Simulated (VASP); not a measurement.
Wanted: the native input for a VASP 6.6.1 run.

| Quantity | Value |
| --- | --- |
| Task | relaxation of cell and atoms |
| Functional | PBE |
| Potentials or basis | VASP PAW PBE potentials, release 64 (Ti_sv, B) |
| Cutoff | 600 eV |
| k mesh | 11 × 11 × 10 |
| Occupations | gaussian, width 0.1 eV |
| Spin | no spin polarisation |
| Dipole correction | no |
| Further INCAR settings | ALGO = Normal; EDIFF = 1e-06; IBRION = 2; EDIFFG = -0.02; NSW = 80; ISIF = 3 |

The structure of TiB2 lies in POSCAR:

```
TiB2
1.0
    4.1396805778      0.0000000000      0.0000000000
    0.0000000000      4.1396805778      0.0000000000
    0.0000000000      0.0000000000      4.3175270893
Ti B
2 4
Direct
    0.0000000000      0.0000000000      0.0000000000
    0.5000000000      0.5000000000      0.5000000000
    0.3679859752      0.3679859752      0.0000000000
    0.1320140248      0.8679859752      0.5000000000
    0.6320140248      0.6320140248      0.0000000000
    0.8679859752      0.1320140248      0.5000000000
```

The input as run:

INCAR

```
SYSTEM = TiB2
PREC = Accurate
ENCUT = 600
EDIFF = 1E-6
ISMEAR = 0
SIGMA = 0.1
LREAL = .False.
LASPH = .True.
NELM = 80
ALGO = Normal
ISIF = 3
LWAVE = .False.
LCHARG = .False.
GGA = PE
IBRION = 2
NSW = 80
EDIFFG = -0.02
```

KPOINTS

```
Automatic mesh
0
Gamma
  11 11 10
  0 0 0
```

Potentials or basis: VASP PAW PBE potentials, release 64 (Ti_sv, B).

The run is started by

```sh
$ cat potpaw_PBE.64/Ti_sv/POTCAR potpaw_PBE.64/B/POTCAR > POTCAR
$ mpirun -np 1 vasp_std > vasp.out
```

Results of the run:

```yaml
Pressure_after_relaxing: 0.0 GPa
Largest_force_after_relaxing: 0.009 eV/Å
Band_gap_on_the_k_mesh: zero (band 18 reaches 5.97 eV, above the bottom of band 19 at 3.97 eV)
```

Caveat: the relaxation stopped at its first step, so nothing moved.

Wall time 7.8 min on 1 thread of Intel Xeon 8259CL, with other jobs on the host, peak memory 0.36 GiB.
